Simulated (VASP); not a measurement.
# NaH4: single point with PBE

NaH4:

```
Na H
1.0
     4.21882    0.00000    0.00000
    -2.10941    3.65361    0.00000
     0.00000    0.00000    6.13237
Na H
1 4
Direct
  0.00000 0.00000 0.00000
  0.33333 0.66667 0.43833
  0.33333 0.66667 0.56167
  0.66667 0.33333 0.43833
  0.66667 0.33333 0.56167
```

```json
{"Program": "VASP 6.6.1", "Task": "single point", "Functional": "PBE", "Potentials or basis": "VASP PAW PBE potentials, release 64 (Na_pv, H)", "Cutoff": "520 eV", "k mesh": "12 × 12 × 6", "Occupations": "gaussian, width 0.1 eV", "Spin": "no spin polarisation", "Dipole correction": "no", "Further INCAR settings": "ALGO = Normal; EDIFF = 1e-06; NBANDS = 14"}
```

```json
{
  "Pressure": "-0.1 GPa",
  "Largest force": "0.008 eV/Å"
}
```

Forces on the atoms (eV/Å):
```
Na   0.000  0.000  0.000
H    0.000  0.000  0.008
H    0.000  0.000 -0.008
H    0.000  0.000  0.008
H    0.000  0.000 -0.008
```

Levels at points of the mesh, in eV from the Fermi level:
```
           k point  band 3  band 4  band 5  band 6  band 7  band 8  band 9  band 10
(0.00, 0.00, 0.00)  -25.49   -8.66   -5.58   -0.99    0.62    6.80    7.62     7.62
(0.50, 0.00, 0.00)  -25.49   -7.70   -6.75    1.34    1.62    2.77    3.73     5.15
(0.00, 0.00, 0.50)  -25.49   -8.63   -5.58   -1.87    3.21    4.55    7.66     8.36
(0.50, 0.00, 0.50)  -25.49   -7.69   -6.74    0.67    1.22    3.23    5.98     6.16
```

Run time: 49 s on 1 thread of Intel(R) Xeon(R) Platinum 8375C CPU @ 2.90GHz (Ice Lake) (shared host), peak memory 0.25 GiB.
